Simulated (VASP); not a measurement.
Here is a VASP 6.6.1 calculation.

The input INCAR:

```
SYSTEM = SiC
ALGO = Normal
EDIFF = 1E-7
EDIFFG = -0.002
ENCUT = 520
GGA = PS
GGA_COMPAT = .False.
IBRION = 2
ISIF = 2
ISMEAR = 0
LASPH = .True.
LCHARG = .False.
LREAL = .False.
LWAVE = .False.
NELM = 120
NELMIN = 4
NSW = 60
PREC = Accurate
SIGMA = 0.02
```

Contents of KPOINTS:

```
k-points
0
Gamma
  10 10 10
  0 0 0
```

Contents of POSCAR:

```
SiC
1.0
    0.0174276611      2.1741007265      2.1566730654
    2.1741007265      0.0174276611      2.1566730654
    2.1915283876      2.1915283876      0.0000000000
Si C
1 1
Direct
    0.0000000000      0.0000000000      0.0000000000
    0.2500000000      0.2500000000      0.2500000000
```

Potentials or basis: VASP PAW PBE potentials, release 64 (Si, C).

Launch:

```bash
$ cat potpaw_PBE.64/Si/POTCAR potpaw_PBE.64/C/POTCAR > POTCAR
$ mpirun -np 1 vasp_std > vasp.out
```

Q: Predict the energy gained by relaxing.

A: 0.3 meV/atom.

Q: Predict the band gap on the k mesh.

A: 1.09 eV (least direct gap 4.31 eV).

Step by step:
| step | energy change (eV) | largest force (eV/Å) | pressure (GPa) |
| --- | --- | --- | --- |
| 1 | 0.0000 | 0.1505 | 3.62 |
| 2 | -0.0001 | 0.1365 | 3.55 |
| 3 | -0.0006 | 0.0000 | 3.58 |

Caveat: the cell differs from its parent crystal (strained cell); the PAW data sets were made with another functional, which shifts forces and pressure a little. A k mesh can miss the band edges.
